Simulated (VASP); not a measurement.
Here is a VASP 6.6.1 calculation.

INCAR

```
SYSTEM = SiNi
ALGO = Normal
EDIFF = 1E-7
ENCUT = 520
GGA = PS
ISIF = 2
ISMEAR = -1
ISPIN = 2
LASPH = .TRUE.
LCHARG = .TRUE.
LELF = .TRUE.
LMAXMIX = 4
LORBIT = 11
LREAL = .FALSE.
LVHAR = .TRUE.
LWAVE = .FALSE.
MAGMOM = 1.5 1.5 1.5 1.5 0 0 0 0
NBANDS = 42
NELM = 150
NUPDOWN = 6.0
PREC = Accurate
SIGMA = 0.05
```

The input KPOINTS:

```
k-points
0
G
  5 7 4
  0 0 0
```

Contents of POSCAR:

```
SiNi
1.0
    5.1731000000      0.0000000000      0.0000000000
    0.0000000000      3.3381000000      0.0000000000
    0.0000000000      0.0000000000      5.6049000000
Ni Si
4 4
Direct
    0.9922100000      0.7500000000      0.8124800000
    0.5077900000      0.2500000000      0.3124800000
    0.4922100000      0.7500000000      0.6875200000
    0.0077900000      0.2500000000      0.1875200000
    0.6787200000      0.2500000000      0.9175000000
    0.8212800000      0.7500000000      0.4175000000
    0.1787200000      0.2500000000      0.5825000000
    0.3212800000      0.7500000000      0.0825000000
```

Potentials or basis: VASP PAW PBE potentials, release 64 (Ni, Si).

Command:

```sh
$ cat potpaw_PBE.64/Ni/POTCAR potpaw_PBE.64/Si/POTCAR > POTCAR
$ mpirun -np 1 vasp_std > vasp.out
```

Q: What does it give for the pressure?

A: 9.3 GPa.

Q: Estimate the largest force.

A: 0.390 eV/Å.

Forces on the atoms (eV/Å):
```
Ni  -0.327  0.000  0.007
Ni   0.327  0.000  0.007
Ni  -0.327  0.000 -0.007
Ni   0.327  0.000 -0.007
Si  -0.369  0.000  0.128
Si   0.369  0.000  0.128
Si  -0.369  0.000 -0.128
Si   0.369  0.000 -0.128
```

Caveat: the cell stands under pressure; the PAW data sets were made with another functional, which shifts forces and pressure a little; the total moment is fixed, so each spin has its own Fermi level and the state may be an excited one.
